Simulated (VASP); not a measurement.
# Ir (Fd-3m) in VASP: a series of runs

The runs below take Ir through single point, with PBE.

Everything below comes from runs of VASP 6.6.1. Logs are shortened: lines on timing, memory, paths and dates and some standing lists are left out, and cuts for length are marked.

## (1) The cell of the first run

Symmetry: Fd-3m, No. 227, cubic system. The conventional cell has a = 5.570 Å, b = 5.570 Å, c = 5.570 Å, α = 90.00°, β = 90.00°, γ = 90.00°. Within 3.2 Å of Ir (site symmetry -43m) lie 4 Ir at 2.41 Å.

## (2) Single point, PBE

INCAR reads:

```
SYSTEM = Ir
ALGO = Normal
EDIFF = 1E-6
ENCUT = 520
GGA = PE
ISIF = 2
ISMEAR = -1
LASPH = .TRUE.
LCHARG = .FALSE.
LREAL = .FALSE.
LWAVE = .FALSE.
NBANDS = 16
NELM = 100
PREC = Accurate
SIGMA = 0.1
```

KPOINTS reads:

```
k-points
0
G
  10 10 10
  0 0 0
```

POSCAR reads:

```
Ir
1.0
    0.0000000000      2.7850764244      2.7850764244
    2.7850764244      0.0000000000      2.7850764244
    2.7850764244      2.7850764244      0.0000000000
Ir
2
Direct
    0.1250000000      0.1250000000      0.1250000000
    0.8750000000      0.8750000000      0.8750000000
```

Potentials or basis: VASP PAW PBE potentials, release 64 (Ir).

Started as:

```console
cat potpaw_PBE.64/Ir/POTCAR > POTCAR
mpirun -np 1 vasp_std > vasp.out
```

OUTCAR:

```text
SYSTEM = Ir
   EDIFF = 1E-6
   ENCUT = 520
   GGA = PE
   ISIF = 2
   ISMEAR = -1
   LASPH = .TRUE.
   LREAL = .FALSE.
   NELM = 100
   PREC = Accurate

 ion  position               nearest neighbor table
   1  0.125  0.125  0.125-   2 2.41   2 2.41   2 2.41   2 2.41
   2  0.875  0.875  0.875-   1 2.41   1 2.41   1 2.41   1 2.41

  LATTYP: Found a face centered cubic cell.
 ALAT       =     5.5701528488

  Lattice vectors:

 A1 = (   0.0000000000,   2.7850764244,   2.7850764244)
 A2 = (   2.7850764244,   0.0000000000,   2.7850764244)
 A3 = (   2.7850764244,   2.7850764244,   0.0000000000)

Analysis of symmetry for initial positions (statically):
=====================================================================
 Subroutine PRICEL returns:
 Original cell was already a primitive cell.

 Routine SETGRP: Setting up the symmetry group for a
 face centered cubic supercell.

 Subroutine GETGRP returns: Found 48 space group operations
 (whereof 12 operations were pure point group operations)
 out of a pool of 48 trial point group operations.

The static configuration has the point symmetry D_3d.
 The point group associated with its full space group is O_h .

Analysis of symmetry for dynamics (positions and initial velocities):
=====================================================================
 Subroutine PRICEL returns:
 Original cell was already a primitive cell.

 Routine SETGRP: Setting up the symmetry group for a
 face centered cubic supercell.

 Subroutine GETGRP returns: Found 48 space group operations
 (whereof 12 operations were pure point group operations)
 out of a pool of 48 trial point group operations.

The dynamic configuration has the point symmetry D_3d.
 The point group associated with its full space group is O_h .

 Subroutine INISYM returns: Found 48 space group operations
 (whereof 12 operations are pure point group operations),
 and found     1 'primitive' translations

----------------------------------------------------------------------------------------

                                     Primitive cell

  volume of cell :      43.2057

  direct lattice vectors                    reciprocal lattice vectors
     0.000000000  2.785076424  2.785076424    -0.179528287  0.179528287  0.179528287
     2.785076424  0.000000000  2.785076424     0.179528287 -0.179528287  0.179528287
     2.785076424  2.785076424  0.000000000     0.179528287  0.179528287 -0.179528287

  length of vectors
     3.938692852  3.938692852  3.938692852     0.310952115  0.310952115  0.310952115

  position of ions in fractional coordinates (direct lattice)
     0.125000000  0.125000000  0.125000000
     0.875000000  0.875000000  0.875000000

  ion indices of the primitive-cell ions
   primitive index   ion index
                 1           1
                 2           2

----------------------------------------------------------------------------------------

 KPOINTS: k-points

Automatic generation of k-mesh.
 Grid dimensions read from file:
 generate k-points for:   10   10   10

 Generating k-lattice:

  Cartesian coordinates                     Fractional coordinates (reciprocal lattice)
    -0.017952829  0.017952829  0.017952829     0.100000000  0.000000000  0.000000000
     0.017952829 -0.017952829  0.017952829     0.000000000  0.100000000  0.000000000
     0.017952829  0.017952829 -0.017952829     0.000000000  0.000000000  0.100000000

  Length of vectors
     0.031095211  0.031095211  0.031095211

  Shift w.r.t. Gamma in fractional coordinates (k-lattice)
     0.000000000  0.000000000  0.000000000

 Subroutine IBZKPT returns following result:
 ===========================================

 Found     47 irreducible k-points:

 Following reciprocal coordinates:
            Coordinates               Weight
  0.000000  0.000000  0.000000      1.000000
  0.100000  0.000000  0.000000      8.000000
  0.200000  0.000000  0.000000      8.000000
  0.300000  0.000000  0.000000      8.000000
  0.400000  0.000000  0.000000      8.000000
  0.500000  0.000000  0.000000      4.000000
[... 16 lines left out ...]
  0.300000  0.300000  0.000000      6.000000
  0.400000  0.300000  0.000000     24.000000
 [... further k-points ...]
   k-points           NKPTS =     47   k-points in BZ     NKDIM =     47   number of bands    NBANDS=     16
   number of dos      NEDOS =    301   number of ions     NIONS =      2
   total plane-waves  NPLWV =  27000
   dimension x,y,z NGX =    30 NGY =   30 NGZ =   30
   dimension x,y,z NGXF=    60 NGYF=   60 NGZF=   60
   ions per type =               2
   NGX,Y,Z   is equivalent  to a cutoff of  12.66, 12.66, 12.66 a.u.
   NGXF,Y,Z  is equivalent  to a cutoff of  25.33, 25.33, 25.33 a.u.
 SYSTEM =  Ir
   PREC   = accura    normal or accurate (medium, high low for compatibility)
   ISTART =      0    job   : 0-new  1-cont  2-samecut
   ICHARG =      2    charge: 1-file 2-atom 10-const
   ISPIN  =      1    spin polarized calculation?
   LNONCOLLINEAR =      F non collinear calculations
   LSORBIT =      F    spin-orbit coupling
   LASPH  =      T    aspherical Exc in radial PAW
   ENCUT  =  520.0 eV  38.22 Ry    6.18 a.u.   7.32  7.32  7.32*2*pi/ulx,y,z
   NELM   =    100;   NELMIN=  2; NELMDL= -5     # of ELM steps
   EDIFF  = 0.1E-05   stopping-criterion for ELM
   LREAL  =      F    real-space projection
   EDIFFG = 0.1E-04   stopping-criterion for IOM
   NSW    =      0    number of steps for IOM
   IBRION =     -1    ionic relax: 0-MD 1-quasi-New 2-CG
   NFREE  =      0    steps in history (QN), initial steepest desc. (CG)
   ISIF   =      2    stress and relaxation
   ISYM   =      2    0-nonsym 1-usesym 2-fastsym
   POTIM  = 0.5000    time-step for ionic-motion
   TEBEG  =    0.0;   TEEND  =   0.0 temperature during run
   PSTRESS=    0.0 pullay stress
   NELECT =      18.0000    total number of electrons
   NUPDOWN=      -1.0000    fix difference up-down
   EMIN   =  10.00;   EMAX   =-10.00  energy-range for DOS
   EFERMI =   0.00;   METHOD = LEGACY
   ISMEAR =    -1;   SIGMA  =   0.10  broadening in eV -4-tet -1-fermi 0-gaus
   EFERMI_NEDOS =   21; number of points for ismear=-14 and -15
   IALGO  =     38    algorithm
   IMIX   =      4    mixing-type and parameters
     AMIX     =   0.40;   BMIX     =  1.00
     AMIX_MAG =   1.60;   BMIX_MAG =  1.00
  volume/ion in A,a.u.               =      21.60       145.78
  Fermi-wavevector in a.u.,A,eV,Ry     =   1.222696  2.310561 20.340518  1.494986
  Thomas-Fermi vector in A             =   2.357834
   LORBIT       =      0    0 simple, 1 ext, 2 COOP (PROOUT), +10 PAW based schemes
   GGA     = PE    functional components
   LHFCALC =     F    Hartree Fock is set to
   AEXX    =    0.0000 exact exchange contribution
   IVDW    =     0    specifies the selected vdW correction
   LEPSILON=     F    determine dielectric tensor
   LRPA    =     F    only Hartree local field effects (RPA)
 non-spin polarized calculation
  energy-cutoff  :      520.00
  volume of cell :       43.21
 maximum number of plane-waves:      1211
 NGX is ok and might be reduce to    30
   NGX = 15   NGY = 15   NGZ = 15

 number of electron      18.0000001 magnetization

 Free energy of the ion-electron system (eV)
  ---------------------------------------------------
  ext. energy  EPLUGINS =         0.00000000
  ---------------------------------------------------
  free energy    TOTEN  =       -15.74122952 eV

  energy without entropy =      -15.66951874  energy(sigma->0) =      -15.70537413

 E-fermi :   5.1752     XC(G=0): -11.1529

 val. band max:        5.0215872463   @ k =  -0.2000   0.2000   0.0000
 cond. band min:       5.1821738760   @ k =   0.5000   0.2000   0.1000
 fundamental gap:      0.1605866297
 Fermi energy:         5.1751957150

 k-point     1 :       0.0000    0.0000    0.0000
  band No.  band energies     occupation
      1      -2.7854      2.00000
      2       0.1570      2.00000
      3       0.1570      2.00000
      4       0.5409      2.00000
      5       0.5409      2.00000
      6       0.5409      2.00000
[... 8 lines left out ...]
     15      17.6113      0.00000
     16      17.6113      0.00000

 k-point     2 :       0.1000    0.0000    0.0000
  band No.  band energies     occupation
      1      -2.6141      2.00000
      2       0.0410      2.00000
      3       0.0410      2.00000
      4       0.5214      2.00000
      5       0.7192      2.00000
      6       0.7192      2.00000
[... 8 lines left out ...]
     15      17.0005      0.00000
     16      17.1769      0.00000

 k-point     3 :       0.2000    0.0000    0.0000
  band No.  band energies     occupation
      1      -2.1346      2.00000
      2      -0.0581      2.00000
      3      -0.0581      2.00000
      4       0.4742      2.00000
      5       0.9400      2.00000
      6       0.9400      2.00000
[... 8 lines left out ...]
     15      15.8504      0.00000
     16      17.8951      0.00000

 k-point     4 :       0.3000    0.0000    0.0000
  band No.  band energies     occupation
      1      -1.4710      2.00000
      2      -0.0262      2.00000
      3      -0.0262      2.00000
      4       0.4122      2.00000
      5       0.9549      2.00000
      6       0.9549      2.00000
[... 8 lines left out ...]
     15      15.0620      0.00000
     16      18.3285      0.00000
[... 324 lines left out ...]
 k-point    22 :      -0.2000    0.2000    0.0000
  band No.  band energies     occupation
      1      -1.2216      2.00000
      2      -0.3129      2.00000
      3       0.1564      2.00000
      4       0.3424      2.00000
      5       0.6998      2.00000
      6       1.5958      2.00000
[... 8 lines left out ...]
     15      15.6936      0.00000
     16      17.9443      0.00000

 k-point    23 :       0.3000    0.3000    0.0000
  band No.  band energies     occupation
      1      -0.8550      2.00000
      2      -0.6985      2.00000
      3       0.4430      2.00000
      4       0.4430      2.00000
      5       1.1191      2.00000
      6       1.1576      2.00000
[... 8 lines left out ...]
     15      14.7505      0.00000
     16      15.8167      0.00000

 k-point    24 :       0.4000    0.3000    0.0000
  band No.  band energies     occupation
      1      -0.6850      2.00000
      2      -0.2693      2.00000
      3       0.2064      2.00000
      4       0.3890      2.00000
      5       1.0561      2.00000
      6       1.4426      2.00000
[... 8 lines left out ...]
     15      15.0404      0.00000
     16      16.2542      0.00000

 [... further k-points ...]
[... 5 lines left out ...]
  --------------------------------------------------------------------------------------
  -------------------------------------------------------------------------------------
  Total       -0.0839637     -0.0839637     -0.0839637     -0.0000000     -0.0000000      0.0000000
  in kB       -3.1135851     -3.1135851     -3.1135851     -0.0000000     -0.0000000      0.0000000
  external PRESSURE =      -3.1135851 kB  Pullay stress =       0.0000000 kB

 VOLUME and BASIS-vectors are now :
 -----------------------------------------------------------------------------
  energy-cutoff  :      520.00
  volume of cell :       43.21
      direct lattice vectors                 reciprocal lattice vectors
     0.000000000  2.785076424  2.785076424    -0.179528287  0.179528287  0.179528287
     2.785076424  0.000000000  2.785076424     0.179528287 -0.179528287  0.179528287
     2.785076424  2.785076424  0.000000000     0.179528287  0.179528287 -0.179528287

 POSITION                                       TOTAL-FORCE (eV/Angst)
 -----------------------------------------------------------------------------------
      0.69627      0.69627      0.69627        -0.000000      0.000000      0.000000
      4.87388      4.87388      4.87388         0.000000     -0.000000     -0.000000
 -----------------------------------------------------------------------------------
    total drift:                               -0.000000      0.000000      0.000000

  FREE ENERGIE OF THE ION-ELECTRON SYSTEM (eV)
  ---------------------------------------------------
  free  energy   TOTEN  =       -15.7412295160 eV

  energy  without entropy=      -15.6695187386  energy(sigma->0) =      -15.70537413
```

Run time: 14 s. Hardware: 1 thread of Intel Xeon 6975P-C (Granite Rapids), shared host; peak memory 0.18 GiB.

What came out:

```
Free energy            : -15.7412 eV
Pressure               : -0.3 GPa
Band gap on the k mesh : zero (band 9 reaches 6.14 eV, above the bottom of band 10 at 4.52 eV)
```

Caveat: spin-orbit coupling is left out, which moves the levels of the heavy elements.

## (3) Single point, PBE (volume scaled by 0.88)

INCAR reads:

```
SYSTEM = Ir
PREC = Accurate
ENCUT = 520
EDIFF = 1E-6
ISMEAR = -1
SIGMA = 0.1
LREAL = .False.
LASPH = .True.
NELM = 60
ALGO = Normal
ISIF = 2
LWAVE = .False.
LCHARG = .True.
GGA = PE
LELF = .True.
LVHAR = .True.
NBANDS = 16
```

KPOINTS reads:

```
Automatic mesh
0
Gamma
  11 11 11
  0 0 0
```

POSCAR reads:

```
Ir
1.0
    0.0000000000      2.6688940966      2.6688940966
    2.6688940966      0.0000000000      2.6688940966
    2.6688940966      2.6688940966      0.0000000000
Ir
2
Direct
    0.1250000000      0.1250000000      0.1250000000
    0.8750000000      0.8750000000      0.8750000000
```

Potentials or basis: VASP PAW PBE potentials, release 64 (Ir).

Started as:

```console
cat potpaw_PBE.64/Ir/POTCAR > POTCAR
mpirun -np 1 vasp_std > vasp.out
```

It took 13 s on 1 thread of Intel Xeon 6975P-C (Granite Rapids), shared host; peak memory 0.17 GiB.

Results (log left out):

- Free energy: -15.3074 eV
- Pressure: 30.7 GPa
- Band gap on the k mesh: zero (band 9 reaches 8.01 eV, above the bottom of band 10 at 6.26 eV)

Levels at points of the mesh, in eV from the Fermi level:
```
           k point  band 5  band 6  band 7  band 8  band 9  band 10  band 11  band 12  band 13  band 14
(0.00, 0.00, 0.00)   -5.35   -5.35   -2.03   -2.03   -2.03     1.07     1.07    11.36    11.42    12.84
```

Caveat: spin-orbit coupling is left out, which moves the levels of the heavy elements.

## (4) Single point, PBE (volume scaled by 0.92)

INCAR reads:

```
SYSTEM = Ir
ALGO = Normal ; EDIFF = 1E-6
ENCUT = 520 ; GGA = PE
ISIF = 2 ; ISMEAR = -1
LASPH = .True. ; LCHARG = .True.
LELF = .True. ; LREAL = .False.
LVHAR = .True. ; LWAVE = .False.
NBANDS = 16 ; NELM = 100
PREC = Accurate ; SIGMA = 0.1
```

KPOINTS reads:

```
k-points
0
Gamma
  11 11 11
  0 0 0
```

POSCAR reads:

```
Ir
1.0
    0.0000000000      2.7087342105      2.7087342105
    2.7087342105      0.0000000000      2.7087342105
    2.7087342105      2.7087342105      0.0000000000
Ir
2
Direct
    0.1250000000      0.1250000000      0.1250000000
    0.8750000000      0.8750000000      0.8750000000
```

Potentials or basis: VASP PAW PBE potentials, release 64 (Ir).

Started as:

```console
cat potpaw_PBE.64/Ir/POTCAR > POTCAR
mpirun -np 1 vasp_std > vasp.out
```

OUTCAR:

```text
SYSTEM = Ir
   EDIFF = 1E-6
   ENCUT = 520
   GGA = PE
   ISIF = 2
   ISMEAR = -1
   LASPH = .True.
   LREAL = .False.
   NELM = 100
   PREC = Accurate

 ion  position               nearest neighbor table
   1  0.125  0.125  0.125-   2 2.35   2 2.35   2 2.35   2 2.35
   2  0.875  0.875  0.875-   1 2.35   1 2.35   1 2.35   1 2.35

  LATTYP: Found a face centered cubic cell.
 ALAT       =     5.4174684210

  Lattice vectors:

 A1 = (   0.0000000000,   2.7087342105,   2.7087342105)
 A2 = (   2.7087342105,   0.0000000000,   2.7087342105)
 A3 = (   2.7087342105,   2.7087342105,   0.0000000000)

Analysis of symmetry for initial positions (statically):
=====================================================================
 Subroutine PRICEL returns:
 Original cell was already a primitive cell.

 Routine SETGRP: Setting up the symmetry group for a
 face centered cubic supercell.

 Subroutine GETGRP returns: Found 48 space group operations
 (whereof 12 operations were pure point group operations)
 out of a pool of 48 trial point group operations.

The static configuration has the point symmetry D_3d.
 The point group associated with its full space group is O_h .

Analysis of symmetry for dynamics (positions and initial velocities):
[... 155 lines left out ...]
  free energy    TOTEN  =       -15.56740344 eV

  energy without entropy =      -15.50775613  energy(sigma->0) =      -15.53757978

 E-fermi :   6.1978     XC(G=0): -11.6057

 val. band max:        6.1928556770   @ k =   0.2727   0.1818   0.0000
 cond. band min:       6.1994673504   @ k =   0.3636   0.1818   0.0909
 fundamental gap:      0.0066116734
 Fermi energy:         6.1977635029

 k-point     1 :       0.0000    0.0000    0.0000
  band No.  band energies     occupation
      1      -2.3828      2.00000
      2       0.5722      2.00000
      3       0.5722      2.00000
      4       1.1074      2.00000
      5       1.1074      2.00000
      6       1.1074      2.00000
[... 433 lines left out ...]
      3       0.7367      2.00000
      4       0.7514      2.00000
      5       1.2911      2.00000
      6       2.1643      2.00000
[... 8 lines left out ...]
     15      17.1339      0.00000
     16      19.0654      0.00000

 [... further k-points ...]
[... 5 lines left out ...]
  --------------------------------------------------------------------------------------
  -------------------------------------------------------------------------------------
  Total        4.4291647      4.4291647      4.4291647      0.0000000      0.0000000     -0.0000000
  in kB      178.5267267    178.5267267    178.5267267      0.0000000      0.0000000     -0.0000000
  external PRESSURE =     178.5267267 kB  Pullay stress =       0.0000000 kB

 VOLUME and BASIS-vectors are now :
 -----------------------------------------------------------------------------
  energy-cutoff  :      520.00
  volume of cell :       39.75
      direct lattice vectors                 reciprocal lattice vectors
     0.000000000  2.708734210  2.708734210    -0.184588063  0.184588063  0.184588063
     2.708734210  0.000000000  2.708734210     0.184588063 -0.184588063  0.184588063
     2.708734210  2.708734210  0.000000000     0.184588063  0.184588063 -0.184588063

 POSITION                                       TOTAL-FORCE (eV/Angst)
 -----------------------------------------------------------------------------------
      0.67718      0.67718      0.67718        -0.000000     -0.000000     -0.000000
      4.74028      4.74028      4.74028         0.000000      0.000000      0.000000
 -----------------------------------------------------------------------------------
    total drift:                                0.000000     -0.000000     -0.000000

  FREE ENERGIE OF THE ION-ELECTRON SYSTEM (eV)
  ---------------------------------------------------
  free  energy   TOTEN  =       -15.5674034360 eV

  energy  without entropy=      -15.5077561337  energy(sigma->0) =      -15.53757978
```

OSZICAR:

```text
N       E                     dE             d eps       ncg     rms          rms(c)
DAV:   1     0.135622167253E+03    0.13562E+03   -0.80259E+03  1792   0.107E+03
DAV:   2    -0.121053129032E+02   -0.14773E+03   -0.13027E+03  1832   0.283E+02
DAV:   3    -0.164070156609E+02   -0.43017E+01   -0.42481E+01  2416   0.575E+01
DAV:   4    -0.164520958662E+02   -0.45080E-01   -0.45072E-01  2048   0.536E+00
DAV:   5    -0.164533291159E+02   -0.12332E-02   -0.12332E-02  2464   0.916E-01    0.173E+01
DAV:   6    -0.157077875411E+02    0.74554E+00   -0.12047E+00  2384   0.126E+01    0.728E+00
DAV:   7    -0.155841781546E+02    0.12361E+00   -0.20855E-01  2576   0.468E+00    0.221E+00
DAV:   8    -0.155676586553E+02    0.16519E-01   -0.20954E-02  2064   0.125E+00    0.345E-01
DAV:   9    -0.155673639207E+02    0.29473E-03   -0.66541E-04  2128   0.207E-01    0.413E-02
DAV:  10    -0.155674039368E+02   -0.40016E-04   -0.41203E-05  2352   0.483E-02    0.423E-03
DAV:  11    -0.155674034360E+02    0.50084E-06   -0.23636E-06  2088   0.155E-02
   1 F= -.15567403E+02 E0= -.15537580E+02  d E =-.596473E-01
```

stdout:

```text
POSCAR found type information on POSCAR Ir
 POSCAR found :  1 types and       2 ions
 scaLAPACK will be used
 LDA part: xc-table for (Slater+PW92), standard interpolation
 POSCAR, INCAR and KPOINTS ok, starting setup
 FFT: planning ... GRIDC
 FFT: planning ... GRID_SOFT
 FFT: planning ... GRID
 WAVECAR not read
 entering main loop
```

Wall time 13 s (1 thread of Intel Xeon 6975P-C (Granite Rapids), shared host); peak memory 0.17 GiB.

What came out:

* Free energy: -15.5674 eV
* Pressure: 17.9 GPa
* Band gap on the k mesh: zero (band 9 reaches 7.32 eV, above the bottom of band 10 at 5.69 eV)

Caveat: spin-orbit coupling is left out, which moves the levels of the heavy elements.

(Continued in part 2 of 2.)
